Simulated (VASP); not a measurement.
# V (P6_3/mmc) in VASP: further runs

V is run at these levels: PBE; tasks: single point.

All numbers are computed with VASP 6.6.1; they aren't measurements. Logs are shortened: lines on timing, memory, paths and dates and some standing lists are left out, and cuts for length are marked.

## (1) The cell of the first run

It takes space group P6_3/mmc (No. 194, hexagonal). The conventional cell has a = 2.367 Å, b = 2.367 Å, c = 4.288 Å, α = 90.00°, β = 90.00°, γ = 120.00°. Within 3.1 Å of V (site symmetry -6m2) lie 12 V at 2.37 to 2.54 Å.

## (2) Single point, PBE

INCAR reads:

```
PREC = Accurate
ENCUT = 520
EDIFF = 1E-6
ISMEAR = -1
SIGMA = 0.1
LREAL = F
LASPH = T
NELM = 60
ALGO = Normal
ISIF = 2
LWAVE = F
LCHARG = T
GGA = PE
LELF = T
LVHAR = T
NBANDS = 20
```

KPOINTS reads:

```
regular mesh
0
Gamma
  18 18 10
```

POSCAR reads:

```
V
1.0
    2.3666425850      0.0000000000      0.0000000000
   -1.1833212925      2.0495726003      0.0000000000
    0.0000000000      0.0000000000      4.2881995833
V
2
Direct
    0.3333333333      0.6666666667      0.2500000000
    0.6666666667      0.3333333333      0.7500000000
```

Potentials or basis: VASP PAW PBE potentials, release 64 (V_sv).

Started as:

```console
$ cat potpaw_PBE.64/V_sv/POTCAR > POTCAR
$ mpirun -np 1 vasp_std > vasp.out
```

OUTCAR:

```text
PREC = Accurate
   ENCUT = 520
   EDIFF = 1E-6
   ISMEAR = -1
   LREAL = F
   LASPH = T
   NELM = 60
   ISIF = 2
   GGA = PE

 ion  position               nearest neighbor table
   1  0.333  0.667  0.250-   2 2.54   2 2.54   2 2.54   2 2.54   2 2.54   2 2.54
   2  0.667  0.333  0.750-   1 2.54   1 2.54   1 2.54   1 2.54   1 2.54   1 2.54

  LATTYP: Found a hexagonal cell.
 ALAT       =     2.3666425850
 C/A-ratio  =     1.8119337540

  Lattice vectors:

 A1 = (   2.3666425850,   0.0000000000,   0.0000000000)
 A2 = (  -1.1833212925,   2.0495726003,   0.0000000000)
 A3 = (   0.0000000000,   0.0000000000,   4.2881995833)

Analysis of symmetry for initial positions (statically):
=====================================================================
 Subroutine PRICEL returns:
 Original cell was already a primitive cell.

 Routine SETGRP: Setting up the symmetry group for a
 hexagonal supercell.

 Subroutine GETGRP returns: Found 24 space group operations
 (whereof 12 operations were pure point group operations)
 out of a pool of 24 trial point group operations.

The static configuration has the point symmetry D_3d.
 The point group associated with its full space group is D_6h.

Analysis of symmetry for dynamics (positions and initial velocities):
=====================================================================
 Subroutine PRICEL returns:
 Original cell was already a primitive cell.

 Routine SETGRP: Setting up the symmetry group for a
 hexagonal supercell.

 Subroutine GETGRP returns: Found 24 space group operations
 (whereof 12 operations were pure point group operations)
 out of a pool of 24 trial point group operations.

The dynamic configuration has the point symmetry D_3d.
 The point group associated with its full space group is D_6h.

 Subroutine INISYM returns: Found 24 space group operations
 (whereof 12 operations are pure point group operations),
 and found     1 'primitive' translations

----------------------------------------------------------------------------------------

                                     Primitive cell

  volume of cell :      20.8004

  direct lattice vectors                    reciprocal lattice vectors
     2.366642585  0.000000000  0.000000000     0.422539511  0.243953300  0.000000000
    -1.183321293  2.049572600  0.000000000     0.000000000  0.487906601  0.000000000
     0.000000000  0.000000000  4.288199583     0.000000000  0.000000000  0.233198101

  length of vectors
     2.366642585  2.366642585  4.288199583     0.487906601  0.487906601  0.233198101

  position of ions in fractional coordinates (direct lattice)
     0.333333333  0.666666667  0.250000000
     0.666666667  0.333333333  0.750000000

  ion indices of the primitive-cell ions
   primitive index   ion index
                 1           1
                 2           2

----------------------------------------------------------------------------------------

 KPOINTS: regular mesh

Automatic generation of k-mesh.
 Grid dimensions read from file:
 generate k-points for:   18   18   10

 Generating k-lattice:

  Cartesian coordinates                     Fractional coordinates (reciprocal lattice)
     0.023474417  0.013552961  0.000000000     0.055555556  0.000000000  0.000000000
     0.000000000  0.027105922  0.000000000     0.000000000  0.055555556  0.000000000
     0.000000000  0.000000000  0.023319810     0.000000000  0.000000000  0.100000000

  Length of vectors
     0.027105922  0.027105922  0.023319810

  Shift w.r.t. Gamma in fractional coordinates (k-lattice)
     0.000000000  0.000000000  0.000000000

 Subroutine IBZKPT returns following result:
 ===========================================

 Found    222 irreducible k-points:

 Following reciprocal coordinates:
            Coordinates               Weight
  0.000000  0.000000  0.000000      1.000000
  0.055556 -0.000000  0.000000      6.000000
  0.111111 -0.000000  0.000000      6.000000
  0.166667 -0.000000  0.000000      6.000000
  0.222222 -0.000000  0.000000      6.000000
  0.277778 -0.000000  0.000000      6.000000
[... 16 lines left out ...]
  0.333333  0.111111  0.000000     12.000000
  0.388889  0.111111  0.000000     12.000000
 [... further k-points ...]
   k-points           NKPTS =    222   k-points in BZ     NKDIM =    222   number of bands    NBANDS=     20
   number of dos      NEDOS =    301   number of ions     NIONS =      2
   total plane-waves  NPLWV =  10368
   dimension x,y,z NGX =    18 NGY =   18 NGZ =   32
   dimension x,y,z NGXF=    36 NGYF=   36 NGZF=   64
   ions per type =               2
   NGX,Y,Z   is equivalent  to a cutoff of  12.64, 12.64, 12.41 a.u.
   NGXF,Y,Z  is equivalent  to a cutoff of  25.29, 25.29, 24.81 a.u.
 SYSTEM =  unknown system
   PREC   = accura    normal or accurate (medium, high low for compatibility)
   ISTART =      0    job   : 0-new  1-cont  2-samecut
   ICHARG =      2    charge: 1-file 2-atom 10-const
   ISPIN  =      1    spin polarized calculation?
   LNONCOLLINEAR =      F non collinear calculations
   LSORBIT =      F    spin-orbit coupling
   LASPH  =      T    aspherical Exc in radial PAW
   ENCUT  =  520.0 eV  38.22 Ry    6.18 a.u.   4.40  4.40  7.97*2*pi/ulx,y,z
   NELM   =     60;   NELMIN=  2; NELMDL= -5     # of ELM steps
   EDIFF  = 0.1E-05   stopping-criterion for ELM
   LREAL  =      F    real-space projection
   EDIFFG = 0.1E-04   stopping-criterion for IOM
   NSW    =      0    number of steps for IOM
   IBRION =     -1    ionic relax: 0-MD 1-quasi-New 2-CG
   NFREE  =      0    steps in history (QN), initial steepest desc. (CG)
   ISIF   =      2    stress and relaxation
   ISYM   =      2    0-nonsym 1-usesym 2-fastsym
   POTIM  = 0.5000    time-step for ionic-motion
   TEBEG  =    0.0;   TEEND  =   0.0 temperature during run
   PSTRESS=    0.0 pullay stress
   NELECT =      26.0000    total number of electrons
   NUPDOWN=      -1.0000    fix difference up-down
   EMIN   =  10.00;   EMAX   =-10.00  energy-range for DOS
   EFERMI =   0.00;   METHOD = LEGACY
   ISMEAR =    -1;   SIGMA  =   0.10  broadening in eV -4-tet -1-fermi 0-gaus
   EFERMI_NEDOS =   21; number of points for ismear=-14 and -15
   IALGO  =     38    algorithm
   IMIX   =      4    mixing-type and parameters
     AMIX     =   0.40;   BMIX     =  1.00
     AMIX_MAG =   1.60;   BMIX_MAG =  1.00
  volume/ion in A,a.u.               =      10.40        70.18
  Fermi-wavevector in a.u.,A,eV,Ry     =   1.763501  3.332533 42.313228  3.109935
  Thomas-Fermi vector in A             =   2.831664
   LORBIT       =      0    0 simple, 1 ext, 2 COOP (PROOUT), +10 PAW based schemes
   GGA     = PE    functional components
   LHFCALC =     F    Hartree Fock is set to
   AEXX    =    0.0000 exact exchange contribution
   IVDW    =     0    specifies the selected vdW correction
   LEPSILON=     F    determine dielectric tensor
   LRPA    =     F    only Hartree local field effects (RPA)
 non-spin polarized calculation
  energy-cutoff  :      520.00
  volume of cell :       20.80
 maximum number of plane-waves:       592
 NGX is ok and might be reduce to    18

 number of electron      25.9999989 magnetization

 Free energy of the ion-electron system (eV)
  ---------------------------------------------------
  ext. energy  EPLUGINS =         0.00000000
  ---------------------------------------------------
  free energy    TOTEN  =       -16.05569016 eV

  energy without entropy =      -15.97424405  energy(sigma->0) =      -16.01496710

 E-fermi :  13.7899     XC(G=0): -14.3545

 val. band max:       13.7858943763   @ k =   0.3333   0.0000   0.0000
 cond. band min:      13.7962374833   @ k =   0.2222  -0.0000   0.4000
 fundamental gap:      0.0103431070
 Fermi energy:        13.7899209306

 k-point     1 :       0.0000    0.0000    0.0000
  band No.  band energies     occupation
      1     -50.1830      2.00000
      2     -49.8423      2.00000
      3     -24.6564      2.00000
      4     -23.0554      2.00000
      5     -22.8201      2.00000
      6     -22.8201      2.00000
[... 12 lines left out ...]
     19      17.8264      0.00000
     20      17.8264      0.00000

 k-point     2 :       0.0556   -0.0000    0.0000
  band No.  band energies     occupation
      1     -50.1672      2.00000
      2     -49.8309      2.00000
      3     -24.6356      2.00000
      4     -23.0562      2.00000
      5     -22.8832      2.00000
      6     -22.8367      2.00000
[... 12 lines left out ...]
     19      17.8534      0.00000
     20      18.2467      0.00000

 k-point     3 :       0.1111   -0.0000    0.0000
  band No.  band energies     occupation
      1     -50.1213      2.00000
      2     -49.7980      2.00000
      3     -24.5746      2.00000
      4     -23.0643      2.00000
      5     -23.0595      2.00000
      6     -22.9313      2.00000
[... 12 lines left out ...]
     19      17.9128      0.00000
     20      19.1843      0.00000

 k-point     4 :       0.1667   -0.0000    0.0000
  band No.  band energies     occupation
      1     -50.0498      2.00000
      2     -49.7478      2.00000
      3     -24.4780      2.00000
      4     -23.3403      2.00000
      5     -23.2011      2.00000
      6     -23.0673      2.00000
[... 12 lines left out ...]
     19      17.9695      0.00000
     20      20.3234      0.00000

 k-point     5 :       0.2222   -0.0000    0.0000
  band No.  band energies     occupation
      1     -49.9597      2.00000
      2     -49.6868      2.00000
      3     -24.3529      2.00000
      4     -23.6758      2.00000
      5     -23.5219      2.00000
      6     -23.0827      2.00000
[... 12 lines left out ...]
     19      18.0044      0.00000
     20      21.5429      0.00000
[... 353 lines left out ...]
      6     -23.2002      2.00000
[... 12 lines left out ...]
     19      17.7704      0.00000
     20      23.2972      0.00000

 k-point    22 :       0.2778    0.1111    0.0000
  band No.  band energies     occupation
      1     -49.7365      2.00000
      2     -49.5506      2.00000
      3     -24.3293      2.00000
      4     -24.1680      2.00000
      5     -24.0167      2.00000
      6     -23.3103      2.00000
[... 12 lines left out ...]
     19      18.5907      0.00000
     20      24.5222      0.00000

 k-point    23 :       0.3333    0.1111    0.0000
  band No.  band energies     occupation
      1     -49.6558      2.00000
      2     -49.5107      2.00000
      3     -24.5653      2.00000
      4     -24.3662      2.00000
      5     -23.8782      2.00000
      6     -23.3989      2.00000
[... 12 lines left out ...]
     19      19.5810      0.00000
     20      24.9975      0.00000

 k-point    24 :       0.3889    0.1111    0.0000
  band No.  band energies     occupation
      1     -49.5985      2.00000
      2     -49.4885      2.00000
      3     -24.7178      2.00000
      4     -24.4949      2.00000
      5     -23.7688      2.00000
      6     -23.4561      2.00000
[... 12 lines left out ...]
     19      20.5207      0.00000
     20      24.0086      0.00000

 [... further k-points ...]
[... 5 lines left out ...]
  --------------------------------------------------------------------------------------
  -------------------------------------------------------------------------------------
  Total       11.0804047     11.0804047     10.9884438      0.0000000      0.0000000      0.0000000
  in kB      853.4837038    853.4837038    846.4002874      0.0000000      0.0000000      0.0000000
  external PRESSURE =     851.1225650 kB  Pullay stress =       0.0000000 kB

 VOLUME and BASIS-vectors are now :
 -----------------------------------------------------------------------------
  energy-cutoff  :      520.00
  volume of cell :       20.80
      direct lattice vectors                 reciprocal lattice vectors
     2.366642585  0.000000000  0.000000000     0.422539511  0.243953300  0.000000000
    -1.183321293  2.049572600  0.000000000     0.000000000  0.487906601  0.000000000
     0.000000000  0.000000000  4.288199583     0.000000000  0.000000000  0.233198101

 POSITION                                       TOTAL-FORCE (eV/Angst)
 -----------------------------------------------------------------------------------
     -0.00000      1.36638      1.07205         0.000000      0.000000      0.000000
      1.18332      0.68319      3.21615        -0.000000     -0.000000      0.000000
 -----------------------------------------------------------------------------------
    total drift:                               -0.000000      0.000000     -0.000000

  FREE ENERGIE OF THE ION-ELECTRON SYSTEM (eV)
  ---------------------------------------------------
  free  energy   TOTEN  =       -16.0556901619 eV

  energy  without entropy=      -15.9742440462  energy(sigma->0) =      -16.01496710
```

It took 30 s on 1 thread of Intel Xeon 6975P-C (Granite Rapids), shared host; peak memory 0.18 GiB.

What came out:

| Item | Value |
| --- | --- |
| Free energy | -16.0557 eV |
| Pressure | 85.1 GPa |
| Band gap on the k mesh | zero (band 13 reaches 15.97 eV, above the bottom of band 14 at 12.86 eV) |

Stress tensor (GPa, compression positive):
```
85.35  0.00  0.00
 0.00 85.35  0.00
 0.00  0.00 84.64
```

## (3) Single point, PBE

This run uses another cell than the first one, of 11.79 Å³/atom, 1.133 times its volume.

INCAR reads:

```
PREC = Accurate
ENCUT = 520
EDIFF = 1E-6
ISMEAR = -1
SIGMA = 0.1
LREAL = F
LASPH = T
NELM = 80
ALGO = Normal
ISIF = 2
LWAVE = F
LCHARG = F
GGA = PE
NBANDS = 20
```

KPOINTS is that of step 2.

POSCAR reads:

```
V
1.0
    2.4731545444      0.0000000000      0.0000000000
   -1.2365772722      2.1418146629      0.0000000000
    0.0000000000      0.0000000000      4.4503635601
V
2
Direct
    0.3333333333      0.6666666667      0.2500000000
    0.6666666667      0.3333333333      0.7500000000
```

Potentials or basis: VASP PAW PBE potentials, release 64 (V_sv).

Started as:

```console
$ cat potpaw_PBE.64/V_sv/POTCAR > POTCAR
$ mpirun -np 1 vasp_std > vasp.out
```

It took 36 s on 1 thread of Intel Xeon 6975P-C (Granite Rapids), shared host; peak memory 0.19 GiB.

It converged, with:

| Quantity | Value |
| --- | --- |
| Free energy | -17.0932 eV |
| Pressure | 38.4 GPa |
| Band gap on the k mesh | zero (band 13 reaches 13.82 eV, above the bottom of band 14 at 11.14 eV) |

Stress tensor (GPa, compression positive):
```
38.48  0.00  0.00
 0.00 38.48  0.00
 0.00  0.00 38.30
```

Levels at points of the mesh, in eV from the Fermi level:
| k point | band 10 | band 11 | band 12 | band 13 | band 14 | band 15 | band 16 | band 17 |
| --- | --- | --- | --- | --- | --- | --- | --- | --- |
| (0.00, 0.00, 0.00) | -3.86 | -0.74 | 0.18 | 0.30 | 0.30 | 0.71 | 0.71 | 2.14 |
| (0.50, 0.00, 0.00) | -3.41 | -3.28 | -0.45 | 0.02 | 0.40 | 0.60 | 3.64 | 4.26 |
| (0.00, 0.00, 0.50) | -5.20 | -1.23 | -1.23 | 0.34 | 0.34 | 0.34 | 0.34 | 3.02 |
| (0.50, 0.00, 0.50) | -3.92 | -2.27 | -2.27 | 1.92 | 1.92 | 2.11 | 2.11 | 4.34 |

## (4) Single point, PBE

This run uses another cell than the first one, of 13.17 Å³/atom, 1.267 times its volume.

INCAR reads:

```
PREC = Accurate ; ENCUT = 520
EDIFF = 1E-6 ; ISMEAR = -1
SIGMA = 0.1 ; LREAL = F
LASPH = T ; NELM = 60
ALGO = Normal ; ISIF = 2
LWAVE = F ; LCHARG = F
GGA = PE ; NBANDS = 20
```

KPOINTS is that of step 3.

POSCAR reads:

```
V
1.0
    2.5695689750      0.0000000000      0.0000000000
   -1.2847844875      2.2253120091      0.0000000000
    0.0000000000      0.0000000000      4.6076780054
V
2
Direct
    0.3333333333      0.6666666667      0.2500000000
    0.6666666667      0.3333333333      0.7500000000
```

Started as:

```console
$ cat potpaw_PBE.64/V_sv/POTCAR > POTCAR
$ mpirun -np 1 vasp_std > vasp.out
```

Run time: 38 s. Hardware: 1 thread of Intel Xeon 6975P-C (Granite Rapids), shared host; peak memory 0.21 GiB.

It converged, with:

```yaml
Free_energy: -17.4938 eV
Pressure: 10.0 GPa
Band_gap_on_the_k_mesh: zero (band 13 reaches 12.07 eV, above the bottom of band 14 at 9.74 eV)
```

Levels at points of the mesh, in eV from the Fermi level:
```csv
k point,band 10,band 11,band 12,band 13,band 14,band 15,band 16,band 17
"(0.00, 0.00, 0.00)",-3.56,-0.56,-0.05,0.31,0.31,0.67,0.67,1.88
"(0.50, 0.00, 0.00)",-2.98,-2.90,-0.35,-0.18,0.35,0.57,3.18,3.69
"(0.00, 0.00, 0.50)",-5.13,-1.04,-1.04,0.35,0.35,0.35,0.35,2.64
"(0.50, 0.00, 0.50)",-3.45,-1.91,-1.91,1.71,1.71,1.74,1.74,3.76
```

## (5) Single point, PBE

INCAR reads:

```
SYSTEM = V
PREC = Accurate ; ENCUT = 520
EDIFF = 1E-6 ; ISMEAR = -1
SIGMA = 0.1 ; LREAL = .False.
LASPH = .True. ; NELM = 60
ALGO = Normal ; ISIF = 2
LWAVE = .False. ; LCHARG = .False.
GGA = PE ; NBANDS = 20
```

KPOINTS reads:

```
Automatic mesh
0
Gamma
  18 18 10
  0 0 0
```

POSCAR is that of step 4.

Started as:

```console
$ cat potpaw_PBE.64/V_sv/POTCAR > POTCAR
$ mpirun -np 1 vasp_std > vasp.out
```

It took 38 s on 1 thread of Intel Xeon 6975P-C (Granite Rapids), shared host; peak memory 0.2 GiB.

It converged, with:

| Item | Value |
| --- | --- |
| Free energy | -17.4938 eV |
| Pressure | 10.0 GPa |
| Band gap on the k mesh | zero (band 13 reaches 12.07 eV, above the bottom of band 14 at 9.74 eV) |

Levels at points of the mesh, in eV from the Fermi level:
```
           k point  band 9  band 10  band 11  band 12  band 13  band 14  band 15  band 16  band 17  band 18
(0.00, 0.00, 0.00)   -6.99    -3.56    -0.56    -0.05     0.31     0.31     0.67     0.67     1.88     1.88
(0.50, 0.00, 0.00)   -3.13    -2.98    -2.90    -0.35    -0.18     0.35     0.57     3.18     3.69     3.82
(0.00, 0.00, 0.50)   -5.13    -5.13    -1.04    -1.04     0.35     0.35     0.35     0.35     2.64     2.64
(0.50, 0.00, 0.50)   -3.45    -3.45    -1.91    -1.91     1.71     1.71     1.74     1.74     3.76     3.76
```

## (6) Single point, PBE

This run uses another cell than the first one, of 13.87 Å³/atom, 1.333 times its volume.

INCAR reads:

```
ALGO = Normal ; EDIFF = 1E-6
ENCUT = 520 ; GGA = PE
ISIF = 2 ; ISMEAR = -1
LASPH = T ; LCHARG = F
LREAL = F ; LWAVE = F
NBANDS = 20 ; NELM = 80
PREC = Accurate ; SIGMA = 0.1
```

KPOINTS reads:

```
k-points
0
Gamma
  18 18 10
```

POSCAR reads:

```
V
1.0
    2.6140584682      0.0000000000      0.0000000000
   -1.3070292341      2.2638410404      0.0000000000
    0.0000000000      0.0000000000      4.6864985002
V
2
Direct
    0.3333333333      0.6666666667      0.2500000000
    0.6666666667      0.3333333333      0.7500000000
```

Potentials or basis: VASP PAW PBE potentials, release 64 (V_sv).

Started as:

```console
$ cat potpaw_PBE.64/V_sv/POTCAR > POTCAR
$ mpirun -np 1 vasp_std > vasp.out
```

It took 37 s on 1 thread of Intel Xeon 6975P-C (Granite Rapids), shared host; peak memory 0.21 GiB.

The run converged. Its results:

```yaml
Free_energy: -17.5369 eV
Pressure: 0.2 GPa
Band_gap_on_the_k_mesh: zero (band 13 reaches 11.30 eV, above the bottom of band 14 at 9.10 eV)
```

Levels at points of the mesh, in eV from the Fermi level:
| k point | band 10 | band 11 | band 12 | band 13 | band 14 | band 15 | band 16 | band 17 |
| --- | --- | --- | --- | --- | --- | --- | --- | --- |
| (0.00, 0.00, 0.00) | -3.42 | -0.51 | -0.14 | 0.31 | 0.31 | 0.64 | 0.64 | 1.77 |
| (0.50, 0.00, 0.00) | -2.85 | -2.69 | -0.32 | -0.24 | 0.32 | 0.56 | 2.97 | 3.45 |
| (0.00, 0.00, 0.50) | -5.07 | -0.98 | -0.98 | 0.35 | 0.35 | 0.35 | 0.35 | 2.48 |
| (0.50, 0.00, 0.50) | -3.25 | -1.77 | -1.77 | 1.60 | 1.60 | 1.62 | 1.62 | 3.52 |

## (7) The runs side by side

```csv
cell,gap on the mesh (eV),pressure (GPa)
"a = 2.367, b = 2.367, c = 4.288 Å, angles 90.0, 90.0, 120.0°, 2 atoms",none,85.1
"a = 2.473, b = 2.473, c = 4.450 Å, angles 90.0, 90.0, 120.0°, 2 atoms",none,38.4
"a = 2.570, b = 2.570, c = 4.608 Å, angles 90.0, 90.0, 120.0°, 2 atoms",none,10.0
"a = 2.614, b = 2.614, c = 4.686 Å, angles 90.0, 90.0, 120.0°, 2 atoms",none,0.2
```

Alike in all rows: task single point; level PBE; potentials or basis VASP PAW PBE potentials, release 64 (V_sv); no spin polarisation; k mesh 18 × 18 × 10; cutoff (eV) 520; smearing fermi-dirac 0.1 eV.

Absolute energies hang on the potentials; compare differences alone.
